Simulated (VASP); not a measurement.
# Sn: relaxation of cell and atoms with BLYP

The system is Sn.

```
Sn
1.0
    -2.02919    2.02919    1.66076
     2.02919   -2.02919    1.66076
     2.02919    2.02919   -1.66076
Sn
1
Direct
  0.00000 0.00000 0.00000
```

```yaml
Program: VASP 6.6.1
Task: relaxation of cell and atoms
Functional: BLYP
Potentials_or_basis: VASP PAW PBE potentials, release 64 (Sn_d)
Cutoff: 600 eV
k_mesh: 10 × 10 × 10
Occupations: fermi-dirac, width 0.05 eV
Spin: no spin polarisation
Dipole_correction: no
Further_INCAR_settings: ALGO = Normal; EDIFF = 1e-06; IBRION = 2; EDIFFG = -0.01; NSW = 60; ISIF = 3
```

The relaxed volume is 30.96 Å³/atom, the relaxed cell is a = 3.457 Å, b = 3.457 Å, c = 3.457 Å, α = 104.38°, β = 104.38°, γ = 120.22° and the space group after relaxing (to 0.05 Å) is I4/mmm (No. 139). The energy gained by relaxing is 55.7 meV/atom, the ionic steps are 8 and the pressure after relaxing is 0.0 GPa. The band gap on the k mesh is zero (band 7 reaches 12.78 eV, above the bottom of band 8 at 5.47 eV).

The path:
| step | energy change (eV) | largest force (eV/Å) | pressure (GPa) | volume (Å³) |
| --- | --- | --- | --- | --- |
| 1 | 0.0000 | 0.0000 | 5.54 | 27.35 |
| 2 | -0.0547 | 0.0000 | -0.37 | 31.27 |
| 3 | -0.0552 | 0.0000 | 0.02 | 30.89 |
| 4 | -0.0555 | 0.0000 | 0.06 | 30.92 |
| 5 | -0.0556 | 0.0000 | 0.03 | 30.94 |
| 6 | -0.0556 | 0.0000 | 0.06 | 30.97 |
| 7 | -0.0557 | 0.0000 | -0.03 | 30.95 |
| 8 | -0.0557 | 0.0000 | 0.00 | 30.96 |

Final structure:
```
CELL_PARAMETERS angstrom
-2.11940 2.11940 1.72291
2.11940 -2.11940 1.72291
2.11940 2.11940 -1.72291
ATOMIC_POSITIONS crystal
Sn 0.00000 0.00000 0.00000
```

Levels at points of the mesh, in eV from the Fermi level:
```
           k point  band 5  band 6  band 7  band 8  band 9  band 10
(0.00, 0.00, 0.00)  -21.36  -10.24    5.72    5.72    7.78     9.67
(0.50, 0.00, 0.00)  -21.32   -5.88   -3.52    2.60    3.87     6.88
(0.50, 0.50, 0.00)  -21.33   -7.19   -3.95    4.99    6.66     9.73
(0.50, 0.50, 0.50)  -21.32   -4.14   -1.36   -1.36    2.33     3.56
```

Run time: 2.2 min on 1 thread of Intel(R) Xeon(R) Platinum 8559C (Emerald Rapids), on a shared host, peak memory 0.19 GiB.

Caveat: the PAW data sets were made with another functional, which shifts forces and pressure a little; spin-orbit coupling is left out, which moves the levels of the heavy elements.
